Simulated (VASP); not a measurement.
The system is KBr.

```
CELL_PARAMETERS angstrom
0.00000 3.30244 3.30244
3.30244 0.00000 3.30244
3.30244 3.30244 0.00000
ATOMIC_POSITIONS crystal
K 0.00000 0.00000 0.00000
Br 0.50000 0.50000 0.50000
```

Base run:

| Property | Result |
| --- | --- |
| Program | VASP 6.6.1 |
| Functional | PBEsol |
| Potentials or basis | VASP PAW PBE potentials, release 64 (K_sv, Br) |
| Cutoff | 520 eV |
| k mesh | 4 × 4 × 4 |
| Occupations | gaussian, width 0.2 eV |
| Spin | no spin polarisation |

Its results: band gap on the k mesh 4.27 eV; pressure -0.3 GPa.

Q: The run is repeated on the same cell with these changes: functional from PBEsol to PBE-based screened hybrid with 100 % exact exchange; occupations from gaussian, width 0.2 eV to gaussian, width 0.01 eV. What comes out?

A: Band gap on the k mesh 9.29 eV; pressure -0.5 GPa.

Caveats: the PAW data sets were made with another functional, which shifts forces and pressure a little.

